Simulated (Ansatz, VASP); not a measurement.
## Ba3Hf: VASP beside Ansatz

```
Ba Hf
1.0
    -5.60395   -0.01168   -0.01111
    -0.01361   -0.00135   -5.67782
    -0.02595  -11.06742   -0.00509
Ba Hf
6 2
Cartesian
  -0.0285 -8.2979 -2.8435
  -0.0108 -2.7691 -2.8427
  -2.8065 -0.0053 -2.8431
  -2.8210 -5.5427 -2.8447
  -2.8270 -8.3067 -0.0083
  -2.8043 -2.7715 -0.0077
  -0.0014 0.0013 -0.0001
  -0.0134 -5.5365 -0.0030
```

Change from the starting cell: Cu3Au (L1_2) type (Pm-3m, No. 221); cell x2, atoms moved at random (sigma 0.05 Å) and cell strained at random (1.5 %), then relaxed without symmetry.

Alike in both runs: functional PBE; k mesh 4 × 4 × 2; occupations gaussian, width 0.1 eV; no spin polarisation.

Ansatz relaxed the structure, and its values are those at the end. VASP's run is a single point on that final structure, the one shown.

```csv
,VASP,Ansatz
version,VASP 6.6.1,Ansatz 0.2.0
potentials or method,"VASP PAW PBE potentials, release 64 (Ba_sv, Hf_pv), cutoff 520 eV","scalar-relativistic, plane waves, PAW"
valence electrons in the cell,80,112
```

VASP gave:

| Item | Value |
| --- | --- |
| gap on the k mesh at the Fermi level (eV) | none |
| pressure (GPa) | 0.2 |

**Question.** Which values does Ansatz return?

**Answer.** gap on the k mesh at the Fermi level (eV): none; pressure (GPa): -0.1.

A gap of «none» marks a metal or a gap that the smearing closes. With one functional, cell and mesh, what is left measures potentials, basis and numerics. VASP's potentials hold 80 valence electrons a cell and Ansatz's 112, so a difference there can come from the potentials and not from the codes.

Spin-orbit coupling is off throughout.
